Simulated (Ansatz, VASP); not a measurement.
**InGa5As6 in VASP and in Ansatz**

File INCAR:

```
SYSTEM = InGa5As6
ALGO     = Normal         ! electronic algorithm
EDIFF    = 1E-6           ! SCF threshold, eV
ENCUT    = 520            ! plane-wave cutoff, eV
GGA      = PE             ! functional
ISIF     = 2              ! what is computed and relaxed
ISMEAR   = 0              ! smearing method
LASPH    = .TRUE.         ! aspherical terms in the spheres
LCHARG   = .FALSE.        ! write CHGCAR
LREAL    = .FALSE.        ! projectors in reciprocal space
LWAVE    = .FALSE.        ! write WAVECAR
NBANDS   = 66             ! bands
NELM     = 60             ! most SCF steps
PREC     = Accurate       ! precision mode
SIGMA    = 0.1            ! smearing width, eV
```

The input KPOINTS:

```
k-points
0
G
  10 10 2
  0 0 0
```

POSCAR

```
InGa5As6
1.0
    4.1097933000      0.0000000000      0.0000000000
    0.0000000000      4.1097933000      0.0000000000
    0.0000000000      0.0000000000     17.5117382000
In Ga As
1 5 6
Direct
    0.5000000000      0.5000000000      0.5000000000
    0.0000000000      0.0000000000      0.0000000000
    0.5000000000      0.5000000000      0.1624480000
    0.0000000000      0.0000000000      0.3249870000
    0.0000000000      0.0000000000      0.6750130000
    0.5000000000      0.5000000000      0.8375520000
    0.5000000000      0.0000000000      0.2436620000
    0.0000000000      0.5000000000      0.4055600000
    0.5000000000      0.0000000000      0.5944400000
    0.0000000000      0.5000000000      0.7563380000
    0.5000000000      0.0000000000      0.9187870000
    0.0000000000      0.5000000000      0.0812130000
```

Input for Ansatz:

```yaml
crystal:
  lattice:
    - [4.1097933, 0.0, 0.0]
    - [0.0, 4.1097933, 0.0]
    - [0.0, 0.0, 17.5117382]
  atoms:
    - { symbol: In, position: [0.5, 0.5, 0.5] }
    - { symbol: Ga, position: [0.0, 0.0, 0.0] }
    - { symbol: Ga, position: [0.5, 0.5, 0.162448] }
    - { symbol: Ga, position: [0.0, 0.0, 0.324987] }
    - { symbol: Ga, position: [0.0, 0.0, 0.675013] }
    - { symbol: Ga, position: [0.5, 0.5, 0.837552] }
    - { symbol: As, position: [0.5, 0.0, 0.243662] }
    - { symbol: As, position: [0.0, 0.5, 0.40556] }
    - { symbol: As, position: [0.5, 0.0, 0.59444] }
    - { symbol: As, position: [0.0, 0.5, 0.756338] }
    - { symbol: As, position: [0.5, 0.0, 0.918787] }
    - { symbol: As, position: [0.0, 0.5, 0.081213] }
basis:
  ecutwfc: 420
kpoints:
  mp_grid: { grid: [10, 10, 2] }
  band_path:
    path:
      - [[0.0, 0.0, 0.0], [0.0, 0.5, 0.0], [0.5, 0.5, 0.0], [0.0, 0.0, 0.0], [0.0, 0.0, 0.5], [0.0, 0.5, 0.5], [0.5, 0.5, 0.5], [0.0, 0.0, 0.5]]
      - [[0.0, 0.5, 0.0], [0.0, 0.5, 0.5]]
      - [[0.5, 0.5, 0.0], [0.5, 0.5, 0.5]]
    npoints: 10
hamiltonian:
  xc: pbe
scf:
  occupations: { method: gaussian, width: 0.1 }
  n_extra_bands: 30
output:
  forces: true
  stress: true
  eigenvalues: true
  populations: true
  dos: { projected: true, de: 0.02, nscf_kmesh: { grid: [12, 12, 3] } }
  bader: false
  write_density: true
  write_potential: true
  elf: true
  volumetric_format: npy
```

Alike in both runs: task single point; functional PBE; k mesh 10 × 10 × 2; occupations gaussian, width 0.1 eV; no spin polarisation.

|  | VASP | Ansatz |
| --- | --- | --- |
| version | VASP 6.6.1 | Ansatz 0.2.0 |
| potentials or method | VASP PAW PBE potentials, release 64 (In_d, Ga_d, As), cutoff 520 eV | scalar-relativistic, plane waves, PAW |
| valence electrons in the cell | 108 | 168 |

Ansatz gave:

- gap on the k mesh at the Fermi level (eV): none
- pressure (GPa): 0.0
- rms of the force components (eV/Å): 0.003

Q: Estimate VASP's values.

A: gap on the k mesh at the Fermi level (eV): none; pressure (GPa): 0.2; rms of the force components (eV/Å): 0.004.

Atom by atom the forces differ by 0.002 eV/Å (rms over components). A gap of «none» marks a metal or a gap that the smearing closes. VASP's potentials hold 108 valence electrons a cell and Ansatz's 168, so a difference there can come from the potentials and not from the codes.
